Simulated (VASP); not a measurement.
# Pt (Fm-3m) in VASP: a series of runs, part 2 of 2

VASP 6.6.1.

### 3 Single point, PBE (volume scaled by 1.08)

INCAR reads:

```
ALGO     = Normal         # electronic algorithm
EDIFF    = 1E-6           # SCF threshold, eV
ENCUT    = 520            # plane-wave cutoff, eV
GGA      = PE             # functional
ISIF     = 2              # what is computed and relaxed
ISMEAR   = -1             # smearing method
LASPH    = T              # aspherical terms in the spheres
LCHARG   = T              # write CHGCAR
LELF     = T              # ELF
LREAL    = F              # projectors in reciprocal space
LVHAR    = T            
LWAVE    = F              # write WAVECAR
NBANDS   = 11             # bands
NELM     = 80             # most SCF steps
PREC     = Accurate       # precision mode
SIGMA    = 0.1            # smearing width, eV
```

KPOINTS reads:

```
k-points
0
Gamma
  22 22 22
```

POSCAR reads:

```
Pt
1.0
    0.0000000000      2.0373802651      2.0373802651
    2.0373802651      0.0000000000      2.0373802651
    2.0373802651      2.0373802651      0.0000000000
Pt
1
Direct
    0.0000000000      0.0000000000      0.0000000000
```

Potentials or basis: VASP PAW PBE potentials, release 64 (Pt).

On the command line:

```console
$ cat potpaw_PBE.64/Pt/POTCAR > POTCAR
$ mpirun -np 1 vasp_std > vasp.out
```

OUTCAR:

```text
EDIFF = 1E-6
   ENCUT = 520
   GGA = PE
   ISIF = 2
   ISMEAR = -1
   LASPH = T
   LREAL = F
   NELM = 80
   PREC = Accurate

 ion  position               nearest neighbor table
   1  0.000  0.000  0.000-

  LATTYP: Found a face centered cubic cell.
 ALAT       =     4.0747605302

  Lattice vectors:

 A1 = (   0.0000000000,   2.0373802651,   2.0373802651)
 A2 = (   2.0373802651,   0.0000000000,   2.0373802651)
 A3 = (   2.0373802651,   2.0373802651,   0.0000000000)

Analysis of symmetry for initial positions (statically):
=====================================================================
 Subroutine PRICEL returns:
 Original cell was already a primitive cell.

 Routine SETGRP: Setting up the symmetry group for a
 face centered cubic supercell.

 Subroutine GETGRP returns: Found 48 space group operations
 (whereof 48 operations were pure point group operations)
 out of a pool of 48 trial point group operations.

The static configuration has the point symmetry O_h .

Analysis of symmetry for dynamics (positions and initial velocities):
=====================================================================
 Subroutine PRICEL returns:
 Original cell was already a primitive cell.

 Routine SETGRP: Setting up the symmetry group for a
 face centered cubic supercell.

 Subroutine GETGRP returns: Found 48 space group operations
 (whereof 48 operations were pure point group operations)
 out of a pool of 48 trial point group operations.

The dynamic configuration has the point symmetry O_h .

 Subroutine INISYM returns: Found 48 space group operations
 (whereof 48 operations are pure point group operations),
 and found     1 'primitive' translations

----------------------------------------------------------------------------------------

                                     Primitive cell

  volume of cell :      16.9140

[... 103 lines left out ...]
   IALGO  =     38    algorithm
   IMIX   =      4    mixing-type and parameters
     AMIX     =   0.40;   BMIX     =  1.00
     AMIX_MAG =   1.60;   BMIX_MAG =  1.00
  volume/ion in A,a.u.               =      16.91       114.14
  Fermi-wavevector in a.u.,A,eV,Ry     =   1.374019  2.596519 25.686823  1.887928
  Thomas-Fermi vector in A             =   2.499483
   LORBIT       =      0    0 simple, 1 ext, 2 COOP (PROOUT), +10 PAW based schemes
   GGA     = PE    functional components
   LHFCALC =     F    Hartree Fock is set to
   AEXX    =    0.0000 exact exchange contribution
   IVDW    =     0    specifies the selected vdW correction
   LEPSILON=     F    determine dielectric tensor
   LRPA    =     F    only Hartree local field effects (RPA)
 non-spin polarized calculation
  energy-cutoff  :      520.00
  volume of cell :       16.91
 maximum number of plane-waves:       470
 NGX is ok and might be reduce to    24
   NGX = 11   NGY = 11   NGZ = 11

 number of electron      10.0000000 magnetization

 Free energy of the ion-electron system (eV)
  ---------------------------------------------------
  ext. energy  EPLUGINS =         0.00000000
  ---------------------------------------------------
  free energy    TOTEN  =        -6.06266213 eV

  energy without entropy =       -6.00054098  energy(sigma->0) =       -6.03160156

 E-fermi :   9.1975     XC(G=0): -12.8093

 val. band max:        9.1908319341   @ k =  -0.4545   0.2273   0.0455
 cond. band min:       9.1986605821   @ k =   0.4545   0.0909   0.0000
 fundamental gap:      0.0078286480
 Fermi energy:         9.1975178501

 k-point     1 :       0.0000    0.0000    0.0000
  band No.  band energies     occupation
      1       0.2045      2.00000
      2       6.0528      2.00000
      3       6.0528      2.00000
      4       6.0528      2.00000
      5       7.8325      2.00000
      6       7.8325      2.00000
      7      24.0776      0.00000
      8      28.4019      0.00000
      9      28.4019      0.00000
     10      28.4019      0.00000
     11      33.3443      0.00000
[... 309 lines left out ...]
 k-point    24 :      -0.4545    0.0455    0.0000
  band No.  band energies     occupation
      1       3.0473      2.00000
      2       5.9781      2.00000
      3       6.0588      2.00000
      4       8.3831      1.99942
      5       9.1291      1.32917
      6       9.8793      0.00219
      7      14.4488      0.00000
      8      23.7332      0.00000
      9      27.0211      0.00000
     10      27.4663      0.00000
     11      35.4494      0.00000

 [... further k-points ...]
[... 5 lines left out ...]
  --------------------------------------------------------------------------------------
  -------------------------------------------------------------------------------------
  Total       -1.6504936     -1.6504936     -1.6504936      0.0000000      0.0000000      0.0000000
  in kB     -156.3428956   -156.3428956   -156.3428956      0.0000000      0.0000000      0.0000000
  external PRESSURE =    -156.3428956 kB  Pullay stress =       0.0000000 kB

 VOLUME and BASIS-vectors are now :
 -----------------------------------------------------------------------------
  energy-cutoff  :      520.00
  volume of cell :       16.91
      direct lattice vectors                 reciprocal lattice vectors
     0.000000000  2.037380265  2.037380265    -0.245413195  0.245413195  0.245413195
     2.037380265  0.000000000  2.037380265     0.245413195 -0.245413195  0.245413195
     2.037380265  2.037380265  0.000000000     0.245413195  0.245413195 -0.245413195

 POSITION                                       TOTAL-FORCE (eV/Angst)
 -----------------------------------------------------------------------------------
      0.00000      0.00000      0.00000         0.000000     -0.000000     -0.000000
 -----------------------------------------------------------------------------------
    total drift:                               -0.000000     -0.000000      0.000000

  FREE ENERGIE OF THE ION-ELECTRON SYSTEM (eV)
  ---------------------------------------------------
  free  energy   TOTEN  =        -6.0626621338 eV

  energy  without entropy=       -6.0005409769  energy(sigma->0) =       -6.03160156
```

stdout:

```text
POSCAR found type information on POSCAR Pt
 POSCAR found :  1 types and       1 ions
 scaLAPACK will be used
 LDA part: xc-table for (Slater+PW92), standard interpolation
 POSCAR, INCAR and KPOINTS ok, starting setup
 FFT: planning ... GRIDC
 FFT: planning ... GRID_SOFT
 FFT: planning ... GRID
 WAVECAR not read
 entering main loop
```

It took 95 s on 1 thread of AMD EPYC 7R13, shared host; peak memory 0.16 GiB.

What came out:

```yaml
Free_energy: -6.0627 eV
Pressure: -15.6 GPa
Band_gap_on_the_k_mesh: zero (band 5 reaches 9.58 eV, above the bottom of band 6 at 7.75 eV)
```

Caveat: spin-orbit coupling is left out, which moves the levels of the heavy elements.

### 4 Single point, PBE (volume scaled by 1.12)

INCAR reads:

```
SYSTEM = Pt
PREC = Accurate
ENCUT = 520
EDIFF = 1E-6
ISMEAR = -1
SIGMA = 0.1
LREAL = .False.
LASPH = .True.
NELM = 80
ALGO = Normal
ISIF = 2
LWAVE = .False.
LCHARG = .False.
GGA = PE
NBANDS = 11
```

KPOINTS reads:

```
Automatic mesh
0
Gamma
  22 22 22
  0 0 0
```

POSCAR reads:

```
Pt
1.0
    0.0000000000      2.0622288148      2.0622288148
    2.0622288148      0.0000000000      2.0622288148
    2.0622288148      2.0622288148      0.0000000000
Pt
1
Direct
    0.0000000000      0.0000000000      0.0000000000
```

On the command line:

```console
$ cat potpaw_PBE.64/Pt/POTCAR > POTCAR
$ mpirun -np 1 vasp_std > vasp.out
```

It took 86 s on 1 thread of AMD EPYC 7R13, shared host; peak memory 0.16 GiB.

The run converged. Its results:

```
Free energy            : -5.9918 eV
Pressure               : -20.6 GPa
Band gap on the k mesh : zero (band 5 reaches 8.94 eV, above the bottom of band 6 at 7.23 eV)
```

Levels at points of the mesh, in eV from the Fermi level:
```csv
k point,band 1,band 2,band 3,band 4,band 5,band 6,band 7,band 8,band 9,band 10
"(0.00, 0.00, 0.00)",-8.63,-2.96,-2.96,-2.96,-1.29,-1.29,14.93,19.05,19.05,19.05
"(0.50, 0.00, 0.00)",-5.89,-3.00,-3.00,0.00,0.00,0.12,4.78,14.45,17.87,17.87
"(0.50, 0.50, 0.00)",-5.57,-5.20,-0.03,0.35,0.35,2.07,7.36,10.89,10.89,18.35
```

Caveat: spin-orbit coupling is left out, which moves the levels of the heavy elements.

### 5 The runs side by side

| cell | gap on the mesh (eV) | pressure (GPa) |
| --- | --- | --- |
| a = 2.845 Å, angles 60.0°, 1 atom | none | -9.0 |
| a = 2.881 Å, angles 60.0°, 1 atom | none | -15.6 |
| a = 2.916 Å, angles 60.0°, 1 atom | none | -20.6 |

Alike in all rows: task single point; level PBE; potentials or basis VASP PAW PBE potentials, release 64 (Pt); no spin polarisation; k mesh 22 × 22 × 22; cutoff (eV) 520; smearing fermi-dirac 0.1 eV.

Caveats: spin-orbit coupling is left out, which moves the levels of the heavy elements.

Total energies depend on the potentials used, so only differences within one code and one set of settings carry meaning.
